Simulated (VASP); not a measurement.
Set up this calculation in VASP 6.6.1, as the native input.

```
Task                   : single point
Functional             : r2SCAN
Potentials or basis    : VASP PAW PBE potentials, release 64 (Na_pv, H)
Cutoff                 : 520 eV
k mesh                 : 8 × 8 × 8
Occupations            : gaussian, width 0.01 eV
Spin                   : no spin polarisation
Dipole correction      : no
Further INCAR settings : ALGO = Normal; EDIFF = 1e-06; NBANDS = 11
```

Crystal: NaH.

```
CELL_PARAMETERS angstrom
0.00000 2.66574 2.66574
2.66574 0.00000 2.66574
2.66574 2.66574 0.00000
ATOMIC_POSITIONS crystal
Na 0.00000 0.00000 0.00000
H 0.25000 0.25000 0.25000
```

This cell differs from its parent crystal: strain +2.6%.

The input as run:

POSCAR

```
NaH
1.0
    0.0000000000      2.6657391886      2.6657391886
    2.6657391886      0.0000000000      2.6657391886
    2.6657391886      2.6657391886      0.0000000000
Na H
1 1
Direct
    0.0000000000      0.0000000000      0.0000000000
    0.2500000000      0.2500000000      0.2500000000
```

INCAR.step1

```
SYSTEM = NaH
PREC = Accurate
ENCUT = 520
ISMEAR = 0
SIGMA = 0.01
LREAL = .False.
LASPH = .True.
NELM = 80
NBANDS = 11
GGA = PE
ALGO = Normal
EDIFF = 1E-4
LWAVE = .True.
LCHARG = .False.
```

INCAR.step2

```
SYSTEM = NaH
PREC = Accurate
ENCUT = 520
EDIFF = 1E-6
ISMEAR = 0
SIGMA = 0.01
LREAL = .False.
LASPH = .True.
NELM = 80
ALGO = Normal
ISIF = 2
LWAVE = .False.
LCHARG = .True.
METAGGA = R2SCAN
LMIXTAU = .True.
LELF = .True.
LVHAR = .True.
NBANDS = 11
ISTART = 1
```

KPOINTS

```
Automatic mesh
0
Gamma
  8 8 8
  0 0 0
```

Potentials or basis: VASP PAW PBE potentials, release 64 (Na_pv, H).

Run with:

```sh
$ cat potpaw_PBE.64/Na_pv/POTCAR potpaw_PBE.64/H/POTCAR > POTCAR
$ cp INCAR.step1 INCAR
$ mpirun -np 1 vasp_std > vasp.out
$ cp INCAR.step2 INCAR
$ mpirun -np 1 vasp_std > vasp.out
```

It gave:

| Property | Result |
| --- | --- |
| Pressure | -1.3 GPa |
| Band gap on the k mesh | 3.98 eV (least direct gap 4.62 eV) |

Caveat: the cell differs from its parent crystal (strain +2.6%); the structure was generated, so it needn't be the stable form of NaH; the PAW data sets were made with another functional, which shifts forces and pressure a little.

Run time: 24 s on 1 thread of Intel(R) Xeon(R) 6975P-C (Granite Rapids) (shared host), peak memory 0.16 GiB.
